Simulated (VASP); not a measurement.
# Ag (Fm-3m) in VASP: single point with PBEsol

Aim: the single point of Ag with PBEsol.

Everything below comes from runs of VASP 6.6.1. Logs are shortened: lines on timing, memory, paths and dates and some standing lists are left out, and cuts for length are marked.

### Step 1. The cell of the first run

Symmetry: Fm-3m, No. 225, cubic system. The conventional cell has a = 6.404 Å, b = 6.404 Å, c = 6.404 Å, α = 90.00°, β = 90.00°, γ = 90.00°.

### Step 2. Single point, PBEsol

INCAR reads:

```
SYSTEM = Ag
PREC     = Accurate       ! precision mode
ENCUT    = 500            ! plane-wave cutoff, eV
EDIFF    = 1E-6           ! SCF threshold, eV
ISMEAR   = 1              ! smearing method
SIGMA    = 0.1            ! smearing width, eV
LREAL    = .False.        ! projectors in reciprocal space
LASPH    = .True.         ! aspherical terms in the spheres
NELM     = 120            ! most SCF steps
ALGO     = Normal         ! electronic algorithm
ISIF     = 2              ! what is computed and relaxed
LWAVE    = .False.        ! write WAVECAR
LCHARG   = .True.         ! write CHGCAR
GGA      = PS             ! functional
LELF     = .True.         ! ELF
LVHAR    = .True.       
NBANDS   = 12             ! bands
GGA_COMPAT= .False.
```

KPOINTS reads:

```
Automatic mesh
0
Gamma
  6 6 6
  0 0 0
```

POSCAR reads:

```
Ag
1.0
    0.0000000000      3.2019500000      3.2019500000
    3.2019500000      0.0000000000      3.2019500000
    3.2019500000      3.2019500000      0.0000000000
Ag
1
Direct
    0.0000000000      0.0000000000      0.0000000000
```

Potentials or basis: VASP PAW PBE potentials, release 64 (Ag).

The run is started by

```bash
cat potpaw_PBE.64/Ag/POTCAR > POTCAR
mpirun -np 1 vasp_std > vasp.out
```

OUTCAR:

```text
SYSTEM = Ag
   PREC = Accurate
   ENCUT = 500
   EDIFF = 1E-6
   ISMEAR = 1
   LREAL = .False.
   LASPH = .True.
   NELM = 120
   ISIF = 2
   GGA = PS

 ion  position               nearest neighbor table
   1  0.000  0.000  0.000-

  LATTYP: Found a face centered cubic cell.
 ALAT       =     6.4039000000

  Lattice vectors:

 A1 = (   0.0000000000,   3.2019500000,   3.2019500000)
 A2 = (   3.2019500000,   0.0000000000,   3.2019500000)
 A3 = (   3.2019500000,   3.2019500000,   0.0000000000)

Analysis of symmetry for initial positions (statically):
=====================================================================
 Subroutine PRICEL returns:
 Original cell was already a primitive cell.

 Routine SETGRP: Setting up the symmetry group for a
 face centered cubic supercell.

 Subroutine GETGRP returns: Found 48 space group operations
 (whereof 48 operations were pure point group operations)
 out of a pool of 48 trial point group operations.

The static configuration has the point symmetry O_h .

Analysis of symmetry for dynamics (positions and initial velocities):
=====================================================================
 Subroutine PRICEL returns:
 Original cell was already a primitive cell.

 Routine SETGRP: Setting up the symmetry group for a
 face centered cubic supercell.

 Subroutine GETGRP returns: Found 48 space group operations
 (whereof 48 operations were pure point group operations)
 out of a pool of 48 trial point group operations.

The dynamic configuration has the point symmetry O_h .

 Subroutine INISYM returns: Found 48 space group operations
 (whereof 48 operations are pure point group operations),
 and found     1 'primitive' translations

----------------------------------------------------------------------------------------

                                     Primitive cell

  volume of cell :      65.6559

  direct lattice vectors                    reciprocal lattice vectors
     0.000000000  3.201950000  3.201950000    -0.156154843  0.156154843  0.156154843
     3.201950000  0.000000000  3.201950000     0.156154843 -0.156154843  0.156154843
     3.201950000  3.201950000  0.000000000     0.156154843  0.156154843 -0.156154843

  length of vectors
     4.528241116  4.528241116  4.528241116     0.270468122  0.270468122  0.270468122

  position of ions in fractional coordinates (direct lattice)
     0.000000000  0.000000000  0.000000000

  ion indices of the primitive-cell ions
   primitive index   ion index
                 1           1

----------------------------------------------------------------------------------------

 KPOINTS: Automatic mesh

Automatic generation of k-mesh.
 Grid dimensions read from file:
 generate k-points for:    6    6    6

 Generating k-lattice:

  Cartesian coordinates                     Fractional coordinates (reciprocal lattice)
    -0.026025807  0.026025807  0.026025807     0.166666667  0.000000000  0.000000000
     0.026025807 -0.026025807  0.026025807     0.000000000  0.166666667  0.000000000
     0.026025807  0.026025807 -0.026025807     0.000000000  0.000000000  0.166666667

  Length of vectors
     0.045078020  0.045078020  0.045078020

  Shift w.r.t. Gamma in fractional coordinates (k-lattice)
     0.000000000  0.000000000  0.000000000

 Subroutine IBZKPT returns following result:
 ===========================================

 Found     16 irreducible k-points:

 Following reciprocal coordinates:
            Coordinates               Weight
  0.000000  0.000000  0.000000      1.000000
  0.166667  0.000000  0.000000      8.000000
  0.333333  0.000000  0.000000      8.000000
  0.500000  0.000000  0.000000      4.000000
  0.166667  0.166667  0.000000      6.000000
  0.333333  0.166667  0.000000     24.000000
[... 8 lines left out ...]
 -0.333333  0.333333  0.166667     24.000000
 -0.333333  0.500000  0.166667     12.000000
   k-points           NKPTS =     16   k-points in BZ     NKDIM =     16   number of bands    NBANDS=     12
   number of dos      NEDOS =    301   number of ions     NIONS =      1
   total plane-waves  NPLWV =  46656
   dimension x,y,z NGX =    36 NGY =   36 NGZ =   36
   dimension x,y,z NGXF=    72 NGYF=   72 NGZF=   72
   ions per type =               1
   NGX,Y,Z   is equivalent  to a cutoff of  13.22, 13.22, 13.22 a.u.
   NGXF,Y,Z  is equivalent  to a cutoff of  26.43, 26.43, 26.43 a.u.
 SYSTEM =  Ag
   PREC   = accura    normal or accurate (medium, high low for compatibility)
   ISTART =      0    job   : 0-new  1-cont  2-samecut
   ICHARG =      2    charge: 1-file 2-atom 10-const
   ISPIN  =      1    spin polarized calculation?
   LNONCOLLINEAR =      F non collinear calculations
   LSORBIT =      F    spin-orbit coupling
   LASPH  =      T    aspherical Exc in radial PAW
   ENCUT  =  500.0 eV  36.75 Ry    6.06 a.u.   8.26  8.26  8.26*2*pi/ulx,y,z
   NELM   =    120;   NELMIN=  2; NELMDL= -5     # of ELM steps
   EDIFF  = 0.1E-05   stopping-criterion for ELM
   LREAL  =      F    real-space projection
   EDIFFG = 0.1E-04   stopping-criterion for IOM
   NSW    =      0    number of steps for IOM
   IBRION =     -1    ionic relax: 0-MD 1-quasi-New 2-CG
   NFREE  =      0    steps in history (QN), initial steepest desc. (CG)
   ISIF   =      2    stress and relaxation
   ISYM   =      2    0-nonsym 1-usesym 2-fastsym
   POTIM  = 0.5000    time-step for ionic-motion
   TEBEG  =    0.0;   TEEND  =   0.0 temperature during run
   PSTRESS=    0.0 pullay stress
   NELECT =      11.0000    total number of electrons
   NUPDOWN=      -1.0000    fix difference up-down
   EMIN   =  10.00;   EMAX   =-10.00  energy-range for DOS
   EFERMI =   0.00;   METHOD = LEGACY
   ISMEAR =     1;   SIGMA  =   0.10  broadening in eV -4-tet -1-fermi 0-gaus
   EFERMI_NEDOS =   21; number of points for ismear=-14 and -15
   IALGO  =     38    algorithm
   IMIX   =      4    mixing-type and parameters
     AMIX     =   0.40;   BMIX     =  1.00
     AMIX_MAG =   1.60;   BMIX_MAG =  1.00
  volume/ion in A,a.u.               =      65.66       443.07
  Fermi-wavevector in a.u.,A,eV,Ry     =   0.902501  1.705480 11.082063  0.814509
  Thomas-Fermi vector in A             =   2.025713
   LORBIT       =      0    0 simple, 1 ext, 2 COOP (PROOUT), +10 PAW based schemes
   GGA     = PS    functional components
   LHFCALC =     F    Hartree Fock is set to
   AEXX    =    0.0000 exact exchange contribution
   IVDW    =     0    specifies the selected vdW correction
   LEPSILON=     F    determine dielectric tensor
   LRPA    =     F    only Hartree local field effects (RPA)
 non-spin polarized calculation
 Methfessel and Paxton  Order N= 1 SIGMA  =   0.10
  energy-cutoff  :      500.00
  volume of cell :       65.66
 maximum number of plane-waves:      1687
 NGX is ok and might be reduce to    36
   NGX = 17   NGY = 17   NGZ = 17

 number of electron      10.9999999 magnetization

 Free energy of the ion-electron system (eV)
  ---------------------------------------------------
  ext. energy  EPLUGINS =         0.00000000
  ---------------------------------------------------
  free energy    TOTEN  =        -0.78538638 eV

  energy without entropy =       -0.78463478  energy(sigma->0) =       -0.78513585

 E-fermi :  -1.2476     XC(G=0):  -6.1461

 val. band max:       -1.2806632711   @ k =   0.5000   0.3333   0.1667
 cond. band min:      -1.0406282739   @ k =   0.5000   0.0000   0.0000
 fundamental gap:      0.2400349971
 Fermi energy:        -1.2475613713

 k-point     1 :       0.0000    0.0000    0.0000
  band No.  band energies     occupation
      1      -4.3629      2.00000
      2      -4.3629      2.00000
      3      -4.3629      2.00000
      4      -4.2980      2.00000
      5      -4.2980      2.00000
      6      -3.2562      2.00000
      7       7.1214      0.00000
      8       7.1214      0.00000
      9       7.1214      0.00000
     10       9.1808      0.00000
     11       9.4086      0.00000
     12      10.1018      0.00000

 k-point     2 :       0.1667    0.0000    0.0000
  band No.  band energies     occupation
      1      -4.3697      2.00000
      2      -4.3498      2.00000
      3      -4.3498      2.00000
      4      -4.2967      2.00000
      5      -4.2967      2.00000
      6      -2.9499      2.00000
      7       4.8760      0.00000
      8       6.8092      0.00000
      9       6.8092      0.00000
     10       8.5167      0.00000
     11      10.4293      0.00000
     12      10.5410      0.00000

 k-point     3 :       0.3333    0.0000    0.0000
  band No.  band energies     occupation
      1      -4.3936      2.00000
      2      -4.3525      2.00000
      3      -4.3525      2.00000
      4      -4.2641      2.00000
      5      -4.2641      2.00000
      6      -2.0393      2.00000
      7       2.1739      0.00000
      8       6.3732      0.00000
      9       6.3732      0.00000
     10       8.1922      0.00000
     11       9.4053      0.00000
     12       9.7053      0.00000
[... 166 lines left out ...]
 k-point    15 :      -0.3333    0.3333    0.1667
  band No.  band energies     occupation
      1      -4.3768      2.00000
      2      -4.3614      2.00000
      3      -4.3168      2.00000
      4      -4.2913      2.00000
      5      -4.2408      2.00000
      6      -0.4480     -0.00000
      7       1.4635      0.00000
      8       3.0338      0.00000
      9       4.0924      0.00000
     10       8.3590      0.00000
     11       9.5489      0.00000
     12      11.2935      0.00000

 k-point    16 :      -0.3333    0.5000    0.1667
  band No.  band energies     occupation
      1      -4.4001      2.00000
      2      -4.3913      2.00000
      3      -4.2891      2.00000
      4      -4.2704      2.00000
      5      -4.2261      2.00000
      6      -0.1179     -0.00000
      7       1.6437      0.00000
      8       2.9626      0.00000
      9       3.2354      0.00000
     10       7.8890      0.00000
     11       8.6140      0.00000
     12      11.8951      0.00000

------------------------ aborting loop because EDIFF is reached ----------------------------------------

  FORCE on cell =-STRESS in cart. coord.  units (eV):
  Direction    XX          YY          ZZ          XY          YZ          ZX
  --------------------------------------------------------------------------------------
  -------------------------------------------------------------------------------------
  Total       -1.2664851     -1.2664851     -1.2664851      0.0000000     -0.0000000      0.0000000
  in kB      -30.9055892    -30.9055892    -30.9055892      0.0000000     -0.0000000      0.0000000
  external PRESSURE =     -30.9055892 kB  Pullay stress =       0.0000000 kB

 VOLUME and BASIS-vectors are now :
 -----------------------------------------------------------------------------
  energy-cutoff  :      500.00
  volume of cell :       65.66
      direct lattice vectors                 reciprocal lattice vectors
     0.000000000  3.201950000  3.201950000    -0.156154843  0.156154843  0.156154843
     3.201950000  0.000000000  3.201950000     0.156154843 -0.156154843  0.156154843
     3.201950000  3.201950000  0.000000000     0.156154843  0.156154843 -0.156154843

 POSITION                                       TOTAL-FORCE (eV/Angst)
 -----------------------------------------------------------------------------------
      0.00000      0.00000      0.00000         0.000000      0.000000      0.000000
 -----------------------------------------------------------------------------------
    total drift:                               -0.000000      0.000000      0.000000

  FREE ENERGIE OF THE ION-ELECTRON SYSTEM (eV)
  ---------------------------------------------------
  free  energy   TOTEN  =        -0.7853863795 eV

  energy  without entropy=       -0.7846347800  energy(sigma->0) =       -0.78513585
```

Wall time 9.6 s (1 thread of Intel Xeon 6975P-C, shared host); peak memory 0.2 GiB.

Results:

* Free energy: -0.7854 eV
* Pressure: -3.1 GPa

Caveat: the PAW data sets were made with another functional, which shifts forces and pressure a little.
